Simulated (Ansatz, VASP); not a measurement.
**One calculation of F, two programs**

INCAR

```
SYSTEM = F
ALGO     = Normal         ! electronic algorithm
EDIFF    = 1E-6           ! SCF threshold, eV
ENCUT    = 520            ! plane-wave cutoff, eV
GGA      = PS             ! functional
ISIF     = 2              ! what is computed and relaxed
ISMEAR   = 0              ! smearing method
LASPH    = .True.         ! aspherical terms in the spheres
LCHARG   = .False.        ! write CHGCAR
LREAL    = .False.        ! projectors in reciprocal space
LWAVE    = .False.        ! write WAVECAR
NBANDS   = 22             ! bands
NELM     = 80             ! most SCF steps
PREC     = Accurate       ! precision mode
SIGMA    = 0.05           ! smearing width, eV
```

File KPOINTS:

```
k-points
0
Gamma
  4 4 2
  0 0 0
```

POSCAR

```
F
1.0
    3.0712726503     -1.7651656529     -0.2368830422
    3.0712726503      1.7651656529     -0.2368830422
   -2.3093624171      0.0000000000      7.0690049337
F
4
Direct
    0.0848459664      0.0848459664      0.0820156542
    0.9151540336      0.9151540336      0.9179843458
    0.5015719855      0.5015719855      0.5937195244
    0.4984280145      0.4984280145      0.4062804756
```

Input for Ansatz:

```yaml
crystal:
  lattice:
    - [3.0712726503, -1.7651656529, -0.2368830422]
    - [3.0712726503, 1.7651656529, -0.2368830422]
    - [-2.3093624171, 0.0, 7.0690049337]
  atoms:
    - { symbol: F, position: [0.0848459664, 0.0848459664, 0.0820156542] }
    - { symbol: F, position: [0.9151540336, 0.9151540336, 0.9179843458] }
    - { symbol: F, position: [0.5015719855, 0.5015719855, 0.5937195244] }
    - { symbol: F, position: [0.4984280145, 0.4984280145, 0.4062804756] }
basis:
  ecutwfc: 520.0
kpoints:
  mp_grid: { grid: [4, 4, 2] }
hamiltonian:
  xc: pbesol
scf:
  occupations: { method: gaussian, width: 0.05 }
output:
  forces: true
  stress: true
  eigenvalues: true
```

Alike in both runs: task single point; functional PBEsol; k mesh 4 × 4 × 2; occupations gaussian, width 0.05 eV; no spin polarisation.

```csv
,VASP,Ansatz
version,VASP 6.6.1,Ansatz 0.2.0
potentials or method,"VASP PAW PBE potentials, release 64 (F), cutoff 520 eV","scalar-relativistic, plane waves, PAW"
valence electrons in the cell,28,28
```

Ansatz gave:

* gap on the k mesh at the Fermi level (eV): 3.11
* least direct gap on the mesh (eV): 3.16
* pressure (GPa): 7.4
* traceless stress, the component that is largest in VASP (GPa): 8.92
* rms of the force components (eV/Å): 3.057

Question: What did VASP give for the same quantities?

Answer: gap on the k mesh at the Fermi level (eV): 3.04; least direct gap on the mesh (eV): 3.09; pressure (GPa): 8.3; traceless stress, the component that is largest in VASP (GPa): 10.89; rms of the force components (eV/Å): 3.510.

VASP's potentials were made for PBE, not for PBEsol. Atom by atom the forces differ by 0.476 eV/Å (rms over components). The functional is the same, so the differences come from potentials, cutoffs and numerics.

The k mesh is coarse, so the values compare programs but aren't converged.
